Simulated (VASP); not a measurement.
# TiGa7Sb8 (a cell with a defect) in VASP: notebook

Aim: see how the results for TiGa7Sb8 (a cell with a defect) move with the level of theory and the settings. Levels: PBEsol, revPBE. Tasks: single point.

Everything below comes from runs of VASP 6.6.1. Logs are shortened: lines on timing, memory, paths and dates and some standing lists are left out, and cuts for length are marked.

**1. The cell of the first run**

The cell holds a defect, 16 atoms: a = 8.646 Å, b = 8.646 Å, c = 8.646 Å, α = 60.00°, β = 60.00°, γ = 60.00°.

**2. Single point, PBEsol, collinear spin**

INCAR

```
ALGO = Normal
EDIFF = 1E-6
ENCUT = 400
GGA = PS
GGA_COMPAT = F
ISIF = 2
ISMEAR = -1
ISPIN = 2
ISYM = -1
LASPH = T
LCHARG = F
LMAXMIX = 4
LORBIT = 11
LREAL = Auto
LWAVE = F
MAGMOM = 0 0 0 0 0 0 0 2 0 0 0 0 0 0 0 0
NBANDS = 90
NELECT = 142.0
NELM = 200
PREC = Accurate
SIGMA = 0.05
```

KPOINTS

```
explicit points
1
Reciprocal
  0.25000000   0.25000000   0.25000000 1
```

POSCAR

```
TiGa7Sb8
1.0
    0.0000000000      6.1133940000      6.1133940000
    6.1133940000      0.0000000000      6.1133940000
    6.1133940000      6.1133940000      0.0000000000
Ga Ti Sb
7 1 8
Direct
    0.9995560000      0.9999070000      0.0027830000
    0.0021730000      0.9939290000      0.4987460000
    0.5014600000      0.4985470000      0.0006830000
    0.9945650000      0.5042460000      0.0012470000
    0.4986840000      0.0019850000      0.5026080000
    0.4966070000      0.0009870000      0.9998870000
    0.9984090000      0.4972930000      0.5047190000
    0.4954500000      0.5030410000      0.4980050000
    0.1238870000      0.1197950000      0.1282710000
    0.6244320000      0.6254240000      0.6265810000
    0.1269870000      0.1243570000      0.6238510000
    0.6272420000      0.6231340000      0.1241190000
    0.1232510000      0.6227250000      0.1306180000
    0.6292240000      0.1224210000      0.6260590000
    0.6244120000      0.1228650000      0.1274980000
    0.1249180000      0.6298430000      0.6267330000
```

Potentials or basis: VASP PAW PBE potentials, release 64 (Ga_d, Ti_sv, Sb).

Command:

```bash
cat potpaw_PBE.64/Ga_d/POTCAR potpaw_PBE.64/Ti_sv/POTCAR potpaw_PBE.64/Sb/POTCAR > POTCAR
mpirun -np 1 vasp_std > vasp.out
```

OUTCAR:

```text
EDIFF = 1E-6
   ENCUT = 400
   GGA = PS
   ISIF = 2
   ISMEAR = -1
   ISPIN = 2
   ISYM = -1
   LASPH = T
   LORBIT = 11
   LREAL = Auto
   NELECT = 142.0
   NELM = 200
   PREC = Accurate

 ion  position               nearest neighbor table
   1  1.000  1.000  0.003-   9 2.61  15 2.65  13 2.66  11 2.67
   2  0.002  0.994  0.499-  16 2.57   9 2.62  14 2.63  11 2.69
   3  0.501  0.499  0.001-  12 2.64  10 2.64  15 2.65  13 2.67
   4  0.995  0.504  0.001-  12 2.59  16 2.64  13 2.66   9 2.71
   5  0.499  0.002  0.503-  11 2.62  14 2.64  15 2.65  10 2.66
   6  0.497  0.001  1.000-   9 2.63  14 2.64  15 2.66  12 2.67
[... 8 lines left out ...]
  15  0.624  0.123  0.127-   5 2.65   1 2.65   3 2.65   6 2.66
  16  0.125  0.630  0.627-   2 2.57   8 2.62   4 2.64   7 2.69

IMPORTANT INFORMATION: All symmetrisations will be switched off!
NOSYMM: (Re-)initialisation of all symmetry stuff for point group C_1.

----------------------------------------------------------------------------------------

                                     Primitive cell

  volume of cell :     456.9589

  direct lattice vectors                    reciprocal lattice vectors
     0.000000000  6.113394000  6.113394000    -0.081787629  0.081787629  0.081787629
     6.113394000  0.000000000  6.113394000     0.081787629 -0.081787629  0.081787629
     6.113394000  6.113394000  0.000000000     0.081787629  0.081787629 -0.081787629

  length of vectors
     8.645644707  8.645644707  8.645644707     0.141660329  0.141660329  0.141660329

  position of ions in fractional coordinates (direct lattice)
     0.999556000  0.999907000  0.002783000
     0.002173000  0.993929000  0.498746000
     0.501460000  0.498547000  0.000683000
     0.994565000  0.504246000  0.001247000
     0.498684000  0.001985000  0.502608000
     0.496607000  0.000987000  0.999887000
[... 8 lines left out ...]
     0.624412000  0.122865000  0.127498000
     0.124918000  0.629843000  0.626733000

  ion indices of the primitive-cell ions
   primitive index   ion index
                 1           1
                 2           2
                 3           3
                 4           4
                 5           5
                 6           6
[... 8 lines left out ...]
                15          15
                16          16

----------------------------------------------------------------------------------------

 KPOINTS: explicit points

Read explicit list of k-points.

 Found      1 k-points:

 Following reciprocal coordinates:
            Coordinates               Weight
  0.250000  0.250000  0.250000      1.000000
   k-points           NKPTS =      1   k-points in BZ     NKDIM =      1   number of bands    NBANDS=     90
   number of dos      NEDOS =    301   number of ions     NIONS =     16
   total plane-waves  NPLWV = 175616
   dimension x,y,z NGX =    56 NGY =   56 NGZ =   56
   dimension x,y,z NGXF=   112 NGYF=  112 NGZF=  112
   ions per type =               7   1   8
   NGX,Y,Z   is equivalent  to a cutoff of  10.77, 10.77, 10.77 a.u.
   NGXF,Y,Z  is equivalent  to a cutoff of  21.54, 21.54, 21.54 a.u.
 SYSTEM =  unknown system
   PREC   = accura    normal or accurate (medium, high low for compatibility)
   ISTART =      0    job   : 0-new  1-cont  2-samecut
   ICHARG =      2    charge: 1-file 2-atom 10-const
   ISPIN  =      2    spin polarized calculation?
   LNONCOLLINEAR =      F non collinear calculations
   LSORBIT =      F    spin-orbit coupling
   LASPH  =      T    aspherical Exc in radial PAW
   ENCUT  =  400.0 eV  29.40 Ry    5.42 a.u.  14.10 14.10 14.10*2*pi/ulx,y,z
   NELM   =    200;   NELMIN=  2; NELMDL= -5     # of ELM steps
   EDIFF  = 0.1E-05   stopping-criterion for ELM
   LREAL  =      T    real-space projection
   EDIFFG = 0.1E-04   stopping-criterion for IOM
   NSW    =      0    number of steps for IOM
   IBRION =     -1    ionic relax: 0-MD 1-quasi-New 2-CG
   NFREE  =      0    steps in history (QN), initial steepest desc. (CG)
   ISIF   =      2    stress and relaxation
   ISYM   =     -1    0-nonsym 1-usesym 2-fastsym
   POTIM  = 0.5000    time-step for ionic-motion
   TEBEG  =    0.0;   TEEND  =   0.0 temperature during run
   PSTRESS=    0.0 pullay stress
   NELECT =     142.0000    total number of electrons
   NUPDOWN=      -1.0000    fix difference up-down
   EMIN   =  10.00;   EMAX   =-10.00  energy-range for DOS
   EFERMI =   0.00;   METHOD = LEGACY
   ISMEAR =    -1;   SIGMA  =   0.05  broadening in eV -4-tet -1-fermi 0-gaus
   EFERMI_NEDOS =   21; number of points for ismear=-14 and -15
   IALGO  =     38    algorithm
   IMIX   =      4    mixing-type and parameters
     AMIX     =   0.40;   BMIX     =  1.00
     AMIX_MAG =   1.60;   BMIX_MAG =  1.00
  volume/ion in A,a.u.               =      28.56       192.73
  Fermi-wavevector in a.u.,A,eV,Ry     =   1.108865  2.095450 16.729464  1.229581
  Thomas-Fermi vector in A             =   2.245397
   LORBIT       =     11    0 simple, 1 ext, 2 COOP (PROOUT), +10 PAW based schemes
   GGA     = PS    functional components
   LHFCALC =     F    Hartree Fock is set to
   AEXX    =    0.0000 exact exchange contribution
   IVDW    =     0    specifies the selected vdW correction
   LEPSILON=     F    determine dielectric tensor
   LRPA    =     F    only Hartree local field effects (RPA)
 spin polarized calculation
  energy-cutoff  :      400.00
  volume of cell :      456.96
 maximum number of plane-waves:      8285
 NGX is ok and might be reduce to    56
   NGX = 29   NGY = 29   NGZ = 29

 number of electron     142.0000023 magnetization       0.0000235

 number of electron     142.0000023 magnetization      -0.0000344

 Free energy of the ion-electron system (eV)
  ---------------------------------------------------
  ext. energy  EPLUGINS =         0.00000000
  ---------------------------------------------------
  free energy    TOTEN  =       -67.53161854 eV

  energy without entropy =      -67.50698323  energy(sigma->0) =      -67.51930089

 E-fermi :   4.7006     XC(G=0):  -9.1854

 val. band max:        4.4860182389   @ k =   0.2500   0.2500   0.2500
 cond. band min:       4.9177181960   @ k =   0.2500   0.2500   0.2500
 fundamental gap:      0.4316999571
 Fermi energy:         4.7006387508

 spin component 1

 k-point     1 :       0.2500    0.2500    0.2500
  band No.  band energies     occupation
      1     -52.3597      1.00000
      2     -28.9805      1.00000
      3     -28.6492      1.00000
      4     -28.6351      1.00000
      5     -10.2396      1.00000
      6     -10.2295      1.00000
[... 75 lines left out ...]
     82       7.0688      0.00000
     83       7.1321      0.00000
 Fermi energy:         4.7006387508

 spin component 2

 k-point     1 :       0.2500    0.2500    0.2500
  band No.  band energies     occupation
      1     -52.3598      1.00000
      2     -28.9805      1.00000
      3     -28.6492      1.00000
      4     -28.6351      1.00000
      5     -10.2396      1.00000
      6     -10.2295      1.00000
[... 75 lines left out ...]
     82       7.0688      0.00000
     83       7.1321      0.00000
 [bands above 83 left out]

------------------------ aborting loop because EDIFF is reached ----------------------------------------

  FORCE on cell =-STRESS in cart. coord.  units (eV):
  Direction    XX          YY          ZZ          XY          YZ          ZX
  --------------------------------------------------------------------------------------
  -------------------------------------------------------------------------------------
  Total       -2.3162141     -2.5500278     -2.5391413     -6.6466453     -5.8875453     -7.2676211
  in kB       -8.1210491     -8.9408405     -8.9026703    -23.3042929    -20.6427566    -25.4815418
  external PRESSURE =      -8.6548533 kB  Pullay stress =       0.0000000 kB

 VOLUME and BASIS-vectors are now :
 -----------------------------------------------------------------------------
  energy-cutoff  :      400.00
  volume of cell :      456.96
      direct lattice vectors                 reciprocal lattice vectors
     0.000000000  6.113394000  6.113394000    -0.081787629  0.081787629  0.081787629
     6.113394000  0.000000000  6.113394000     0.081787629 -0.081787629  0.081787629
     6.113394000  6.113394000  0.000000000     0.081787629  0.081787629 -0.081787629

 POSITION                                       TOTAL-FORCE (eV/Angst)
 -----------------------------------------------------------------------------------
      6.12984      6.12769     12.22351        -0.139735     -0.051318     -0.011146
      9.12531      3.06232      6.08956         0.416114      0.016223      0.659597
      3.05199      3.06980      6.11344         0.148918      0.039692     -0.302492
      3.09028      6.08779      9.16282        -0.201252      0.841510      0.079770
      3.08478      6.12129      3.06079        -0.008528     -0.074473      0.161160
      6.11874      9.14866      3.04199         0.356565      0.223875      0.091979
[... 8 lines left out ...]
      1.53057      4.59672      4.56840        -0.244137     -0.074735      0.017760
      7.68194      4.59514      4.61415        -0.002049      0.048625     -0.429330
 -----------------------------------------------------------------------------------
    total drift:                                0.008043      0.013886     -0.023660

  FREE ENERGIE OF THE ION-ELECTRON SYSTEM (eV)
  ---------------------------------------------------
  free  energy   TOTEN  =       -67.5316185423 eV

  energy  without entropy=      -67.5069832338  energy(sigma->0) =      -67.51930089

 total charge

# of ion       s       p       d       tot
------------------------------------------
    1        0.873   0.782   9.965  11.621
    2        0.890   0.787   9.964  11.641
    3        0.867   0.775   9.965  11.607
    4        0.894   0.756   9.961  11.611
    5        0.871   0.781   9.966  11.617
    6        0.891   0.759   9.961  11.611
[... 8 lines left out ...]
   15        1.104   1.371   0.025   2.500
   16        1.118   1.398   0.024   2.541
--------------------------------------------------
tot         17.207  22.542  71.916 111.666

 magnetization (x)

# of ion       s       p       d       tot
------------------------------------------
    1        0.000  -0.000  -0.000  -0.000
    2       -0.000   0.000   0.000   0.000
    3       -0.000   0.000  -0.000  -0.000
    4       -0.000   0.000   0.000   0.000
    5       -0.000   0.000   0.000   0.000
    6       -0.000   0.000   0.000   0.000
[... 8 lines left out ...]
   15       -0.000   0.000  -0.000  -0.000
   16        0.000   0.000  -0.000   0.000
--------------------------------------------------
tot         -0.000   0.000  -0.000  -0.000
```

Wall time 4.7 min (1 thread of Intel Xeon 8259CL, shared host); peak memory 0.53 GiB.

Results:

| Item | Value |
| --- | --- |
| Free energy | -67.5316 eV |
| Largest force | 0.869 eV/Å |
| Net moment | 0.00 μB per cell |
| Valence electrons inside the program's atomic spheres | Ga 11.62, 11.64, 11.61 (each value once); Ti 10.23; Sb 2.49, 2.54, 2.50, 2.52 (each value once) |

Forces on the atoms (eV/Å):
```
Ga  -0.140 -0.051 -0.011
Ga   0.416  0.016  0.660
Ga   0.149  0.040 -0.302
Ga  -0.201  0.842  0.080
Ga  -0.009 -0.074  0.161
Ga   0.357  0.224  0.092
Ga  -0.071  0.143  0.254
Ti  -0.353  0.293 -0.099
Sb  -0.066 -0.524  0.107
Sb  -0.326 -0.389 -0.363
Sb   0.090 -0.026 -0.495
Sb   0.255 -0.230  0.129
Sb  -0.109 -0.232  0.111
Sb   0.255 -0.003  0.089
Sb  -0.244 -0.075  0.018
Sb  -0.002  0.049 -0.429
```

Caveat: the cell carries a net charge on a neutralising background, which shifts energy and pressure; the cell is charged against a uniform background, so pressure and absolute levels hang on convention; the PAW data sets were made with another functional, which shifts forces and pressure a little; spin-orbit coupling is left out, which moves the levels of the heavy elements.

**3. Single point, PBEsol, collinear spin**

INCAR

```
SYSTEM = TiGa7Sb8
PREC = Accurate
ENCUT = 400
EDIFF = 1E-6
ISMEAR = -1
SIGMA = 0.05
LREAL = Auto
LASPH = .True.
NELM = 200
ALGO = Normal
ISIF = 2
LWAVE = .False.
LCHARG = .True.
ISPIN = 2
MAGMOM = 0 0 0 0 0 0 0 2.2 0 0 0 0 0 0 0 0
LORBIT = 11
LMAXMIX = 4
GGA = PS
LELF = .True.
LVHAR = .True.
NBANDS = 90
NELECT = 142.0
ISYM = -1
GGA_COMPAT = .False.
```

KPOINTS is that of step 2.

POSCAR is that of step 2.

Potentials or basis: VASP PAW PBE potentials, release 64 (Ga_d, Ti_sv, Sb).

Command:

```bash
cat potpaw_PBE.64/Ga_d/POTCAR potpaw_PBE.64/Ti_sv/POTCAR potpaw_PBE.64/Sb/POTCAR > POTCAR
mpirun -np 1 vasp_std > vasp.out
```

Wall time 4.5 min (1 thread of Intel Xeon 8259CL, shared host); peak memory 0.53 GiB.

Results (log left out):

| Item | Value |
| --- | --- |
| Free energy | -67.5316 eV |
| Largest force | 0.869 eV/Å |
| Net moment | 0.00 μB per cell |
| Valence electrons inside the program's atomic spheres | Ga 11.62, 11.64, 11.61 (each value once); Ti 10.23; Sb 2.49, 2.54, 2.50, 2.52 (each value once) |

Forces on the atoms (eV/Å):
```
Ga  -0.140 -0.051 -0.011
Ga   0.416  0.016  0.660
Ga   0.149  0.040 -0.303
Ga  -0.201  0.842  0.080
Ga  -0.009 -0.075  0.161
Ga   0.357  0.224  0.092
Ga  -0.071  0.143  0.254
Ti  -0.353  0.293 -0.099
Sb  -0.066 -0.524  0.107
Sb  -0.326 -0.389 -0.363
Sb   0.090 -0.026 -0.495
Sb   0.255 -0.230  0.129
Sb  -0.109 -0.232  0.111
Sb   0.255 -0.003  0.089
Sb  -0.244 -0.075  0.018
Sb  -0.002  0.049 -0.429
```

Levels at points of the mesh, in eV from the Fermi level:
Spin up:
```tsv
k point	band 68	band 69	band 70	band 71	band 72	band 73	band 74	band 75
(0.25, 0.25, 0.25)	-1.05	-0.99	-0.24	-0.21	0.22	0.23	0.48	1.00
```
Spin down:
```
           k point  band 69  band 70  band 71  band 72  band 73  band 74
(0.25, 0.25, 0.25)    -0.99    -0.24    -0.21     0.22     0.23     0.48
```

Caveat: the cell carries a net charge on a neutralising background, which shifts energy and pressure; the cell is charged against a uniform background, so pressure and absolute levels hang on convention; the PAW data sets were made with another functional, which shifts forces and pressure a little; spin-orbit coupling is left out, which moves the levels of the heavy elements.

**4. Single point, revPBE, collinear spin**

INCAR

```
PREC = Accurate ; ENCUT = 400
EDIFF = 1E-6 ; ISMEAR = -1
SIGMA = 0.05 ; LREAL = Auto
LASPH = True ; NELM = 200
ALGO = Normal ; ISIF = 2
LWAVE = False ; LCHARG = True
ISPIN = 2 ; MAGMOM = 0 0 0 0 0 0 0 2 0 0 0 0 0 0 0 0
LORBIT = 11 ; LMAXMIX = 4
GGA = RE ; LELF = True
LVHAR = True ; NELECT = 142.0
ISYM = -1 ; NBANDS = 90
GGA_COMPAT = False
```

KPOINTS is that of step 3.

POSCAR is that of step 3.

Command:

```bash
cat potpaw_PBE.64/Ga_d/POTCAR potpaw_PBE.64/Ti_sv/POTCAR potpaw_PBE.64/Sb/POTCAR > POTCAR
mpirun -np 1 vasp_std > vasp.out
```

It took 4.7 min on 1 thread of Intel Xeon 8259CL, shared host; peak memory 0.53 GiB.

It converged, with:

| Property | Result |
| --- | --- |
| Free energy | -56.8128 eV |
| Largest force | 0.911 eV/Å |
| Net moment | 0.00 μB per cell |
| Valence electrons inside the program's atomic spheres | Ga 11.62, 11.64, 11.61 (each value once); Ti 10.22; Sb 2.50, 2.54, 2.52, 2.55 (each value once) |

Forces on the atoms (eV/Å):
```
Ga  -0.163 -0.063 -0.018
Ga   0.457  0.024  0.692
Ga   0.145  0.032 -0.324
Ga  -0.209  0.882  0.093
Ga  -0.017 -0.077  0.161
Ga   0.367  0.245  0.107
Ga  -0.071  0.153  0.258
Ti  -0.356  0.321 -0.093
Sb  -0.042 -0.540  0.141
Sb  -0.296 -0.372 -0.336
Sb   0.089 -0.034 -0.519
Sb   0.218 -0.294  0.172
Sb  -0.118 -0.239  0.119
Sb   0.218  0.037  0.053
Sb  -0.247 -0.085  0.009
Sb   0.024  0.009 -0.516
```

Levels at points of the mesh, in eV from the Fermi level:
Spin up:
```tsv
k point	band 68	band 69	band 70	band 71	band 72	band 73	band 74	band 75
(0.25, 0.25, 0.25)	-1.09	-1.03	-0.27	-0.25	0.25	0.27	0.55	1.11
```
Spin down:
```csv
k point,band 68,band 69,band 70,band 71,band 72,band 73,band 74,band 75
"(0.25, 0.25, 0.25)",-1.09,-1.03,-0.27,-0.25,0.25,0.27,0.55,1.11
```

Caveat: the cell carries a net charge on a neutralising background, which shifts energy and pressure; the cell is charged against a uniform background, so pressure and absolute levels hang on convention; the PAW data sets were made with another functional, which shifts forces and pressure a little; spin-orbit coupling is left out, which moves the levels of the heavy elements.
